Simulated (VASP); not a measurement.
Input of a VASP 6.6.1 run:

The input INCAR:

```
ALGO = Normal
EDIFF = 1E-6
ENCUT = 500
GGA = PE
GGA_COMPAT = False
ISIF = 2
ISMEAR = 0
LASPH = True
LCHARG = True
LELF = True
LREAL = False
LVHAR = True
LWAVE = False
NBANDS = 17
NELM = 120
PREC = Accurate
SIGMA = 0.01
```

File KPOINTS:

```
k-points
0
Gamma
  4 4 4
```

File POSCAR:

```
TlBr
1.0
    3.9949064133      0.0000000000      0.0000000000
    0.0000000000      3.9949064133      0.0000000000
    0.0000000000      0.0000000000      3.9949064133
Tl Br
1 1
Direct
    0.0000000000      0.0000000000      0.0000000000
    0.5000000000      0.5000000000      0.5000000000
```

Potentials or basis: VASP PAW PBE potentials, release 64 (Tl_d, Br).

Run with:

```bash
$ cat potpaw_PBE.64/Tl_d/POTCAR potpaw_PBE.64/Br/POTCAR > POTCAR
$ mpirun -np 1 vasp_std > vasp.out
```

**Question.** Estimate the band gap on the k mesh.

**Answer.** 1.88 eV, direct.

**Question.** Estimate the pressure.

**Answer.** 1.0 GPa.

Caveat: spin-orbit coupling is left out, which moves the levels of the heavy elements. A k mesh can miss the band edges.
